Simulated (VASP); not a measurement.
# RbBr (P6_3/mmc) in VASP: dielectric tensor with PBE

Aim: the dielectric tensor of RbBr with PBE.

Everything below comes from runs of VASP 6.6.1. Logs are shortened: lines on timing, memory, paths and dates and some standing lists are left out, and cuts for length are marked.

**1. The cell of the first run**

It takes space group P6_3/mmc (No. 194, hexagonal). The conventional cell has a = 5.890 Å, b = 5.890 Å, c = 6.870 Å, α = 90.00°, β = 90.00°, γ = 120.00°. Rb (site symmetry -6m2) has 5 Br at 3.40 to 3.44 Å within 4.5 Å. Within 4.5 Å of Br (site symmetry -6m2) lie 5 Rb at 3.40 to 3.44 Å.

**2. Dielectric tensor, PBE**

INCAR

```
SYSTEM = RbBr
ALGO     = Normal         ! electronic algorithm
EDIFF    = 1E-8           ! SCF threshold, eV
ENCUT    = 520            ! plane-wave cutoff, eV
GGA      = PE             ! functional
ISIF     = 2              ! what is computed and relaxed
ISMEAR   = 0              ! smearing method
LASPH    = .TRUE.         ! aspherical terms in the spheres
LCHARG   = .FALSE.        ! write CHGCAR
LEPSILON = .TRUE.         ! dielectric tensor by DFPT
LREAL    = .FALSE.        ! projectors in reciprocal space
LWAVE    = .FALSE.        ! write WAVECAR
NELM     = 80             ! most SCF steps
PREC     = Accurate       ! precision mode
SIGMA    = 0.01           ! smearing width, eV
```

KPOINTS

```
k-points
0
G
  6 6 4
  0 0 0
```

POSCAR

```
RbBr
1.0
    5.8901391548      0.0000000000      0.0000000000
   -2.9450695774      5.1010101399      0.0000000000
    0.0000000000      0.0000000000      6.8703327543
Rb Br
2 2
Direct
    0.3333333333      0.6666666667     -0.0625000000
    0.6666666667      0.3333333333      0.4375000000
    0.3333333333      0.6666666667      0.4375000000
    0.6666666667      0.3333333333      0.9375000000
```

Potentials or basis: VASP PAW PBE potentials, release 64 (Rb_sv, Br).

The run is started by

```sh
cat potpaw_PBE.64/Rb_sv/POTCAR potpaw_PBE.64/Br/POTCAR > POTCAR
mpirun -np 1 vasp_std > vasp.out
```

OUTCAR:

```text
SYSTEM = RbBr
   EDIFF = 1E-8
   ENCUT = 520
   GGA = PE
   ISIF = 2
   ISMEAR = 0
   LASPH = .TRUE.
   LEPSILON = .TRUE.
   LREAL = .FALSE.
   NELM = 80
   PREC = Accurate

 ion  position               nearest neighbor table
   1  0.333  0.667  0.938-   4 3.40   4 3.40   4 3.40   3 3.44   3 3.44   2 4.83   2 4.83   2 4.83
                             2 4.83   2 4.83   2 4.83
   2  0.667  0.333  0.438-   3 3.40   3 3.40   3 3.40   4 3.44   4 3.44   1 4.83   1 4.83   1 4.83
                             1 4.83   1 4.83   1 4.83
   3  0.333  0.667  0.438-   2 3.40   2 3.40   2 3.40   1 3.44   1 3.44
   4  0.667  0.333  0.938-   1 3.40   1 3.40   1 3.40   2 3.44   2 3.44

  LATTYP: Found a hexagonal cell.
 ALAT       =     5.8901391548
 C/A-ratio  =     1.1664126388

  Lattice vectors:

 A1 = (   5.8901391548,   0.0000000000,   0.0000000000)
 A2 = (  -2.9450695774,   5.1010101399,   0.0000000000)
 A3 = (   0.0000000000,   0.0000000000,   6.8703327543)

Analysis of symmetry for initial positions (statically):
=====================================================================
 Subroutine PRICEL returns:
 Original cell was already a primitive cell.

 Routine SETGRP: Setting up the symmetry group for a
 hexagonal supercell.

 Subroutine GETGRP returns: Found 24 space group operations
 (whereof  6 operations were pure point group operations)
 out of a pool of 24 trial point group operations.

The static configuration has the point symmetry C_3v.
 The point group associated with its full space group is D_6h.

Analysis of symmetry for dynamics (positions and initial velocities):
=====================================================================
 Subroutine PRICEL returns:
 Original cell was already a primitive cell.

 Routine SETGRP: Setting up the symmetry group for a
 hexagonal supercell.

 Subroutine GETGRP returns: Found 24 space group operations
 (whereof  6 operations were pure point group operations)
 out of a pool of 24 trial point group operations.

The dynamic configuration has the point symmetry C_3v.
 The point group associated with its full space group is D_6h.

 Subroutine INISYM returns: Found 24 space group operations
 (whereof  6 operations are pure point group operations),
 and found     1 'primitive' translations

----------------------------------------------------------------------------------------

                                     Primitive cell

  volume of cell :     206.4237

  direct lattice vectors                    reciprocal lattice vectors
     5.890139155  0.000000000  0.000000000     0.169775276  0.098019801  0.000000000
    -2.945069577  5.101010140  0.000000000     0.000000000  0.196039602  0.000000000
     0.000000000  0.000000000  6.870332754     0.000000000  0.000000000  0.145553358

  length of vectors
     5.890139155  5.890139155  6.870332754     0.196039602  0.196039602  0.145553358

  position of ions in fractional coordinates (direct lattice)
     0.333333333  0.666666667  0.937500000
     0.666666667  0.333333333  0.437500000
     0.333333333  0.666666667  0.437500000
     0.666666667  0.333333333  0.937500000

  ion indices of the primitive-cell ions
   primitive index   ion index
                 1           1
                 2           2
                 3           3
                 4           4

----------------------------------------------------------------------------------------

 KPOINTS: k-points

Automatic generation of k-mesh.
 Grid dimensions read from file:
 generate k-points for:    6    6    4
[... 84 lines left out ...]
   LORBIT       =      0    0 simple, 1 ext, 2 COOP (PROOUT), +10 PAW based schemes
   GGA     = PE    functional components
   LHFCALC =     F    Hartree Fock is set to
   AEXX    =    0.0000 exact exchange contribution
   IVDW    =     0    specifies the selected vdW correction
   LEPSILON=     T    determine dielectric tensor
   LRPA    =     F    only Hartree local field effects (RPA)
 non-spin polarized calculation
 Gauss-broadening in eV      SIGMA  =   0.01
  energy-cutoff  :      520.00
  volume of cell :      206.42
 maximum number of plane-waves:      5580
 NGX is ok and might be reduce to    48
   NGX = 21   NGY = 21   NGZ = 25

--------------------------------------- Ionic step        1  -------------------------------------------

 number of electron      31.9999998 magnetization

 E-fermi :  -2.4932     XC(G=0):  -6.1365

 val. band max:       -2.5935367898   @ k =   0.0000   0.0000   0.0000
 cond. band min:       1.4687380699   @ k =   0.0000   0.0000   0.0000
 fundamental gap:      4.0622748598
 Fermi energy:        -2.4931711252

 k-point     1 :       0.0000    0.0000    0.0000
  band No.  band energies     occupation
      1     -27.2144      2.00000
      2     -27.2052      2.00000
      3     -14.7115      2.00000
      4     -14.6695      2.00000
      5     -11.4194      2.00000
      6     -11.3728      2.00000
[... 472 lines left out ...]
     19       4.9857      0.00000
     20       4.9857      0.00000

  FORCE on cell =-STRESS in cart. coord.  units (eV):
  Direction    XX          YY          ZZ          XY          YZ          ZX
  --------------------------------------------------------------------------------------
  -------------------------------------------------------------------------------------
  Total        0.3485424      0.3485424      0.5197229      0.0000000      0.0000000      0.0000000
  in kB        2.7052454      2.7052454      4.0338795      0.0000000      0.0000000      0.0000000
  external PRESSURE =       3.1481234 kB  Pullay stress =       0.0000000 kB

 VOLUME and BASIS-vectors are now :
 -----------------------------------------------------------------------------
  energy-cutoff  :      520.00
  volume of cell :      206.42
      direct lattice vectors                 reciprocal lattice vectors
     5.890139155  0.000000000  0.000000000     0.169775276  0.098019801  0.000000000
    -2.945069577  5.101010140  0.000000000     0.000000000  0.196039602  0.000000000
     0.000000000  0.000000000  6.870332754     0.000000000  0.000000000  0.145553358

 POSITION                                       TOTAL-FORCE (eV/Angst)
 -----------------------------------------------------------------------------------
     -0.00000      3.40067      6.44094        -0.000000      0.000000      0.000000
      2.94507      1.70034      3.00577         0.000000     -0.000000      0.000000
     -0.00000      3.40067      3.00577         0.000000     -0.000000     -0.000000
      2.94507      1.70034      6.44094        -0.000000      0.000000      0.000000
 -----------------------------------------------------------------------------------
    total drift:                               -0.000000      0.000000     -0.000024

  FREE ENERGIE OF THE ION-ELECTRON SYSTEM (eV)
  ---------------------------------------------------
  free  energy   TOTEN  =       -12.0615550901 eV

  energy  without entropy=      -12.0615550901  energy(sigma->0) =      -12.06155509

 HEAD OF MICROSCOPIC STATIC DIELECTRIC TENSOR (INDEPENDENT PARTICLE, excluding Hartree and local field effects)
 ------------------------------------------------------
           2.413749     0.000000     0.000000
           0.000000     2.413749    -0.000000
           0.000000    -0.000000     2.453066
 ------------------------------------------------------

 Free energy of the ion-electron system (eV)
  ---------------------------------------------------
  ---------------------------------------------------
  free energy    TOTEN  =        -0.72601462 eV

  energy without entropy =       -0.72601462

------------------------ aborting loop because EDIFF is reached ----------------------------------------

--------------------------------------- Ionic step        2  -------------------------------------------

------------------------ aborting loop because EDIFF is reached ----------------------------------------

--------------------------------------- Ionic step        3  -------------------------------------------

 Free energy of the ion-electron system (eV)
  ---------------------------------------------------
  ---------------------------------------------------
  free energy    TOTEN  =        -0.81665326 eV

  energy without entropy =       -0.81665326

------------------------ aborting loop because EDIFF is reached ----------------------------------------

 PIEZOELECTRIC TENSOR FIELD DIRECTION 3  (e Angst)
 -----------------------------------------------------------------------------
     0.00018  0.00000  0.00000           ( -0.00001  0.00000  0.00000)
     0.00000  0.00018  0.00000           (  0.00000 -0.00001  0.00000)
     0.00000  0.00000 -0.00452           (  0.00000  0.00000  0.00001)

 PIEZOELECTRIC TENSOR FIELD DIRECTION 3  (C/m^2)
 -----------------------------------------------------------------------------
     0.00001  0.00000  0.00000
     0.00000  0.00001  0.00000
     0.00000  0.00000 -0.00035

 MACROSCOPIC STATIC DIELECTRIC TENSOR (including local field effects in DFT)
 ------------------------------------------------------
           2.107613     0.000000     0.000000
           0.000000     2.107613     0.000000
           0.000000     0.000000     2.243716
 ------------------------------------------------------

 PIEZOELECTRIC TENSOR (including local field effects)  for field in x, y, z        (e  Angst)
          XX          YY          ZZ          XY          YZ          ZX
  --------------------------------------------------------------------------------
  x    -0.00000     0.00000     0.00000     0.00000     0.00000     0.00000
  y     0.00000    -0.00000     0.00000     0.00000     0.00000     0.00000
  z     0.00000    -0.00000     0.00000     0.00000    -0.00000     0.00000

 PIEZOELECTRIC TENSOR (including local field effects)  for field in x, y, z        (C/m^2)
          XX          YY          ZZ          XY          YZ          ZX
  --------------------------------------------------------------------------------
  x    -0.00000     0.00000     0.00000     0.00000     0.00000     0.00000
  y     0.00000    -0.00000     0.00000     0.00000     0.00000     0.00000
  z     0.00000    -0.00000     0.00000     0.00000    -0.00000     0.00000

 BORN EFFECTIVE CHARGES (including local field effects) (in |e|, cummulative output)
 ---------------------------------------------------------------------------------
 ion    1
    1     1.03853     0.00000     0.00000
    2     0.00000     1.03853     0.00000
    3     0.00000    -0.00000     1.19449
 ion    2
    1     1.03853     0.00000     0.00000
    2     0.00000     1.03853     0.00000
    3     0.00000     0.00000     1.19449
 ion    3
    1    -1.03853     0.00000     0.00000
    2     0.00000    -1.03853     0.00000
    3     0.00000     0.00000    -1.19449
 ion    4
    1    -1.03853     0.00000     0.00000
    2     0.00000    -1.03853     0.00000
    3     0.00000    -0.00000    -1.19449
```

Wall time 26 min (1 thread of Intel Xeon Platinum 8259CL at 2.50GHz (Skylake/Cascade Lake), shared host); peak memory 0.66 GiB.

Results:

```yaml
Band_gap_on_the_k_mesh: 4.06 eV
Electronic_dielectric_tensor_diagonal: 2.11, 2.11, 2.24
Born_charges_mean_of_the_diagonal: Rb +1.09; Br -1.09 e
```

Electronic dielectric tensor:
```
2.11 0.00 0.00
0.00 2.11 0.00
0.00 0.00 2.24
```

Born effective charge tensors (e):
atom 1, Rb
```
1.04 0.00 0.00
0.00 1.04 0.00
0.00 0.00 1.19
```
atom 2, Rb
```
1.04 0.00 0.00
0.00 1.04 0.00
0.00 0.00 1.19
```
atom 3, Br
```
-1.04  0.00  0.00
 0.00 -1.04  0.00
 0.00  0.00 -1.19
```
atom 4, Br
```
-1.04  0.00  0.00
 0.00 -1.04  0.00
 0.00  0.00 -1.19
```

Caveat: the structure was generated, so it needn't be the stable form of RbBr. A k mesh can miss the band edges.
